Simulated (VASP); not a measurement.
# C (Fd-3m) in VASP: a series of runs

Runs on C. Level: LDA. Tasks: vibrations by perturbation theory.

Program: VASP 6.6.1. These are calculated values, not measurements. Logs are shortened: lines on timing, memory, paths and dates and some standing lists are left out, and cuts for length are marked.

### Step 1. The cell of the first run

The structure is cubic, space group Fd-3m (No. 227). Conventional cell: a = 3.515 Å, b = 3.515 Å, c = 3.515 Å, α = 90.00°, β = 90.00°, γ = 90.00°. C (site symmetry -43m) has 4 C at 1.52 Å within 2.0 Å.

### Step 2. Vibrations by perturbation theory, LDA

Input file INCAR:

```
SYSTEM = C
PREC     = Accurate       ! precision mode
ENCUT    = 520            ! plane-wave cutoff, eV
EDIFF    = 1E-8           ! SCF threshold, eV
ISMEAR   = 0              ! smearing method
SIGMA    = 0.01           ! smearing width, eV
LREAL    = .False.        ! projectors in reciprocal space
LASPH    = .True.         ! aspherical terms in the spheres
NELM     = 100            ! most SCF steps
ALGO     = Normal         ! electronic algorithm
ISIF     = 2              ! what is computed and relaxed
LWAVE    = .False.        ! write WAVECAR
LCHARG   = .False.        ! write CHGCAR
IBRION   = 8              ! ionic algorithm
NSW      = 1              ! ionic steps
LEPSILON = .True.         ! dielectric tensor by DFPT
```

Input file KPOINTS:

```
regular mesh
0
Gamma
  12 12 12
  0 0 0
```

Input file POSCAR:

```
C
1.0
    0.0000000000      1.7573064923      1.7573064923
    1.7573064923      0.0000000000      1.7573064923
    1.7573064923      1.7573064923      0.0000000000
C
2
Direct
    0.5000000000      0.5000000000      0.5000000000
    0.7500000000      0.7500000000      0.7500000000
```

Potentials or basis: VASP PAW LDA potentials, release 64 (C).

Launch:

```bash
$ cat potpaw_LDA.64/C/POTCAR > POTCAR
$ mpirun -np 1 vasp_std > vasp.out
```

OUTCAR:

```text
SYSTEM = C
   PREC = Accurate
   ENCUT = 520
   EDIFF = 1E-8
   ISMEAR = 0
   LREAL = .False.
   LASPH = .True.
   NELM = 100
   ISIF = 2
   IBRION = 8
   NSW = 1
   LEPSILON = .True.

 ion  position               nearest neighbor table
   1  0.500  0.500  0.500-   2 1.52   2 1.52   2 1.52   2 1.52
   2  0.750  0.750  0.750-   1 1.52   1 1.52   1 1.52   1 1.52

  LATTYP: Found a face centered cubic cell.
 ALAT       =     3.5146129846

  Lattice vectors:

 A1 = (   0.0000000000,   1.7573064923,   1.7573064923)
 A2 = (   1.7573064923,   0.0000000000,   1.7573064923)
 A3 = (   1.7573064923,   1.7573064923,   0.0000000000)

Analysis of symmetry for initial positions (statically):
=====================================================================
 Subroutine PRICEL returns:
 Original cell was already a primitive cell.

 Routine SETGRP: Setting up the symmetry group for a
 face centered cubic supercell.

 Subroutine GETGRP returns: Found 48 space group operations
 (whereof 24 operations were pure point group operations)
 out of a pool of 48 trial point group operations.

The static configuration has the point symmetry T_d .
 The point group associated with its full space group is O_h .

Analysis of symmetry for dynamics (positions and initial velocities):
=====================================================================
 Subroutine PRICEL returns:
 Original cell was already a primitive cell.

 Routine SETGRP: Setting up the symmetry group for a
 face centered cubic supercell.

 Subroutine GETGRP returns: Found 48 space group operations
 (whereof 24 operations were pure point group operations)
 out of a pool of 48 trial point group operations.

The dynamic configuration has the point symmetry T_d .
 The point group associated with its full space group is O_h .

 Subroutine INISYM returns: Found 48 space group operations
[... 491 lines left out ...]
     0.00584  0.00000  0.00000
     0.00000 -0.00242  5.13159
     0.00000  5.13159 -0.00242

 MACROSCOPIC STATIC DIELECTRIC TENSOR (including local field effects in DFT)
 ------------------------------------------------------
           5.742972    -0.000000     0.000000
           0.000000     5.742972     0.000000
          -0.000000     0.000000     5.742972
 ------------------------------------------------------

 PIEZOELECTRIC TENSOR (including local field effects)  for field in x, y, z        (e  Angst)
          XX          YY          ZZ          XY          YZ          ZX
  --------------------------------------------------------------------------------
  x     0.00000    -0.00000     0.00000     0.00000     0.00000     0.00000
  y    -0.00000     0.00000    -0.00000     0.00000     0.00000     0.00000
  z     0.00000     0.00000     0.00000     0.00000     0.00000     0.00000

 PIEZOELECTRIC TENSOR (including local field effects)  for field in x, y, z        (C/m^2)
          XX          YY          ZZ          XY          YZ          ZX
  --------------------------------------------------------------------------------
  x     0.00000    -0.00000     0.00000     0.00000     0.00000     0.00000
  y    -0.00000     0.00000    -0.00000     0.00000     0.00000     0.00000
  z     0.00000     0.00000     0.00000     0.00000     0.00000     0.00000

 BORN EFFECTIVE CHARGES (including local field effects) (in |e|, cummulative output)
 ---------------------------------------------------------------------------------
 ion    1
    1     0.00000     0.00000     0.00000
    2     0.00000     0.00000     0.00000
    3    -0.00000     0.00000     0.00000
 ion    2
    1    -0.00000     0.00000     0.00000
    2     0.00000    -0.00000    -0.00000
    3     0.00000    -0.00000    -0.00000

 INTERNAL STRAIN TENSOR FOR ION    2 for displacements in x,y,z  (eV/Angst):
          X           Y           Z          XY          YZ          ZX
  --------------------------------------------------------------------------------
  x     0.00000     0.00000     0.00000     0.00000    -5.13159     0.00000
  y    -0.00000     0.00000    -0.00000     0.00000     0.00000    -5.13159
  z     0.00000     0.00000     0.00000    -5.13159     0.00000     0.00000

 SECOND DERIVATIVES (NOT SYMMETRIZED)
 ------------------------------------
               1X          1Y          1Z          2X          2Y          2Z
  1X   -39.985818    0.000000    0.000000   39.985818    0.000000    0.000000
  1Y     0.000000  -39.985818    0.000000    0.000000   39.985818    0.000000
  1Z     0.000000    0.000000  -39.985818    0.000000    0.000000   39.985818
  2X    39.985818    0.000000    0.000000  -39.985818    0.000000    0.000000
  2Y     0.000000   39.985818    0.000000    0.000000  -39.985818    0.000000
  2Z     0.000000    0.000000   39.985818    0.000000    0.000000  -39.985818

 Eigenvectors and eigenvalues of the dynamical matrix
 ----------------------------------------------------

   1 f  =   40.339372 THz   253.459749 2PiTHz 1345.576608 cm-1   166.830162 meV
             X         Y         Z           dx          dy          dz
      1.757306  1.757306  1.757306     0.000000   -0.707107    0.000000
      2.635960  2.635960  2.635960     0.000000    0.707107    0.000000
[... 21 lines left out ...]
   6 f  =    0.000000 THz     0.000000 2PiTHz    0.000000 cm-1     0.000000 meV
             X         Y         Z           dx          dy          dz
      1.757306  1.757306  1.757306     0.000000    0.000000    0.707107
      2.635960  2.635960  2.635960     0.000000    0.000000    0.707107

--------------------------------------------------------------------------------------------------------

 MACROSCOPIC STATIC DIELECTRIC TENSOR IONIC CONTRIBUTION
 ------------------------------------------------------
           0.000000     0.000000    -0.000000
           0.000000     0.000000     0.000000
          -0.000000     0.000000     0.000000
 ------------------------------------------------------

 ELASTIC MODULI CONTR FROM IONIC RELAXATION (kBar)
 Direction    XX          YY          ZZ          XY          YZ          ZX
 --------------------------------------------------------------------------------
 XX          -0.0000     -0.0000     -0.0000      0.0000      0.0000     -0.0000
 YY          -0.0000     -0.0000     -0.0000      0.0000      0.0000      0.0000
 ZZ          -0.0000     -0.0000     -0.0000      0.0000      0.0000     -0.0000
 XY           0.0000      0.0000      0.0000    -97.2157      0.0000      0.0000
 YZ           0.0000      0.0000      0.0000      0.0000    -97.2157      0.0000
 ZX          -0.0000      0.0000     -0.0000      0.0000      0.0000    -97.2157
 --------------------------------------------------------------------------------

 PIEZOELECTRIC TENSOR IONIC CONTR  for field in x, y, z        (C/m^2)
          XX          YY          ZZ          XY          YZ          ZX
  --------------------------------------------------------------------------------
  x    -0.00000    -0.00000    -0.00000     0.00000     0.00000     0.00000
  y     0.00000    -0.00000     0.00000     0.00000     0.00000     0.00000
  z    -0.00000    -0.00000    -0.00000     0.00000    -0.00000     0.00000
```

Run time: 90 s. Hardware: 1 thread of Intel Xeon 8259CL, shared host; peak memory 0.17 GiB.

Results:

```yaml
Electronic_dielectric_tensor_diagonal: 5.74
Born_charges_mean_of_the_diagonal: C +0.00 e
Highest_phonon_frequency_at_Γ: 1346 cm⁻¹
```

Phonon frequencies in cm⁻¹ (negative: imaginary):
```
              q point           frequencies
(0.000, 0.000, 0.000)  0 0 0 1346 1346 1346
```

Electronic dielectric tensor:
```
5.74 0.00 0.00
0.00 5.74 0.00
0.00 0.00 5.74
```

Born effective charge tensors (e):
atom 1, C
```
0.00 0.00 0.00
0.00 0.00 0.00
0.00 0.00 0.00
```
atom 2, C
```
0.00 0.00 0.00
0.00 0.00 0.00
0.00 0.00 0.00
```

Caveat: the cell stands under pressure or tension, which shifts response properties.

### Step 3. Vibrations by perturbation theory, LDA

This run uses another cell than the first one, of 5.51 Å³/atom.

Input file INCAR:

```
SYSTEM = C
PREC = Accurate ; ENCUT = 520
EDIFF = 1E-8 ; ISMEAR = 0
SIGMA = 0.01 ; LREAL = .False.
LASPH = .True. ; NELM = 80
ALGO = Normal ; ISIF = 2
LWAVE = .False. ; LCHARG = .True.
GGA = CA ; IBRION = 8
NSW = 1 ; LEPSILON = .True.
```

KPOINTS is that of step 2.

Input file POSCAR:

```
C
1.0
    0.0000000000      1.7658687228      1.7658687228
    1.7658687228      0.0000000000      1.7658687228
    1.7658687228      1.7658687228      0.0000000000
C
2
Direct
    0.5000000000      0.5000000000      0.5000000000
    0.7500000000      0.7500000000      0.7500000000
```

Potentials or basis: VASP PAW LDA potentials, release 64 (C).

Launch:

```bash
$ cat potpaw_LDA.64/C/POTCAR > POTCAR
$ mpirun -np 1 vasp_std > vasp.out
```

OUTCAR:

```text
SYSTEM = C
   PREC = Accurate
   ENCUT = 520
   EDIFF = 1E-8
   ISMEAR = 0
   LREAL = .False.
   LASPH = .True.
   NELM = 80
   ISIF = 2
   GGA = CA
   IBRION = 8
   NSW = 1
   LEPSILON = .True.

 ion  position               nearest neighbor table
   1  0.500  0.500  0.500-   2 1.53   2 1.53   2 1.53   2 1.53
   2  0.750  0.750  0.750-   1 1.53   1 1.53   1 1.53   1 1.53

  LATTYP: Found a face centered cubic cell.
 ALAT       =     3.5317374456

[... 587 lines left out ...]
      2.648803  2.648803  2.648803     0.000000    0.707107    0.000000
[... 21 lines left out ...]
   6 f  =    0.000000 THz     0.000000 2PiTHz    0.000000 cm-1     0.000000 meV
             X         Y         Z           dx          dy          dz
      1.765869  1.765869  1.765869     0.000000    0.000000    0.707107
      2.648803  2.648803  2.648803     0.000000    0.000000    0.707107

--------------------------------------------------------------------------------------------------------

 MACROSCOPIC STATIC DIELECTRIC TENSOR IONIC CONTRIBUTION
 ------------------------------------------------------
           0.000000     0.000000     0.000000
           0.000000     0.000000     0.000000
           0.000000     0.000000     0.000000
 ------------------------------------------------------

 ELASTIC MODULI CONTR FROM IONIC RELAXATION (kBar)
 Direction    XX          YY          ZZ          XY          YZ          ZX
 --------------------------------------------------------------------------------
 XX          -0.0000      0.0000      0.0000     -0.0000      0.0000     -0.0000
 YY           0.0000     -0.0000      0.0000      0.0000     -0.0000      0.0000
 ZZ           0.0000      0.0000     -0.0000      0.0000      0.0000      0.0000
 XY          -0.0000      0.0000      0.0000    -68.8835      0.0000      0.0000
 YZ           0.0000     -0.0000      0.0000      0.0000    -68.8835      0.0000
 ZX          -0.0000      0.0000      0.0000      0.0000      0.0000    -68.8835
 --------------------------------------------------------------------------------

 PIEZOELECTRIC TENSOR IONIC CONTR  for field in x, y, z        (C/m^2)
          XX          YY          ZZ          XY          YZ          ZX
  --------------------------------------------------------------------------------
  x     0.00000     0.00000     0.00000     0.00000     0.00000     0.00000
  y     0.00000     0.00000     0.00000     0.00000     0.00000     0.00000
  z     0.00000     0.00000     0.00000     0.00000     0.00000     0.00000
```

stdout:

```text
POSCAR found type information on POSCAR C
 POSCAR found :  1 types and       2 ions
 scaLAPACK will be used
 LDA part: xc-table for (Slater(with rela. corr.)+CA(PZ))
 , standard interpolation
 POSCAR, INCAR and KPOINTS ok, starting setup
 FFT: planning ... GRIDC
 FFT: planning ... GRID_SOFT
 FFT: planning ... GRID
[... 21 lines left out ...]
 Linear response to external field, progress :
  Direction:   2
 dielectric tensor                  component  2 :     1.266     5.763    -0.028
 Linear response to external field, progress :
  Direction:   3
 dielectric tensor                  component  3 :     0.204     0.981     5.763
 Linear response DOF=           1
 Linear response progress:
 first order change of Fermi-energy   0.16055E-03
 force on displaced ion       1 direction 1 : -38.831   0.000   0.000
 Born effective charge ion    1 direction 1 :  -0.000   0.000   0.000
 Born effective charges drift removed
 Linear response finished
```

Run time: 1.7 min. Hardware: 1 thread of Intel Xeon 8259CL, shared host; peak memory 0.18 GiB.

What came out:

- Electronic dielectric tensor (diagonal): 5.76
- Born charges (mean of the diagonal): C +0.00 e
- Highest phonon frequency at Γ: 1326 cm⁻¹

Phonon frequencies in cm⁻¹ (negative: imaginary):
| q point | frequencies |
| --- | --- |
| (0.000, 0.000, 0.000) | 0 0 0 1326 1326 1326 |

Electronic dielectric tensor:
```
5.76 0.00 0.00
0.00 5.76 0.00
0.00 0.00 5.76
```

Born effective charge tensors (e):
atom 1, C
```
0.00 0.00 0.00
0.00 0.00 0.00
0.00 0.00 0.00
```
atom 2, C
```
0.00 0.00 0.00
0.00 0.00 0.00
0.00 0.00 0.00
```

Caveat: the cell stands under pressure or tension, which shifts response properties.

(Part 1 of 2 ends here.)
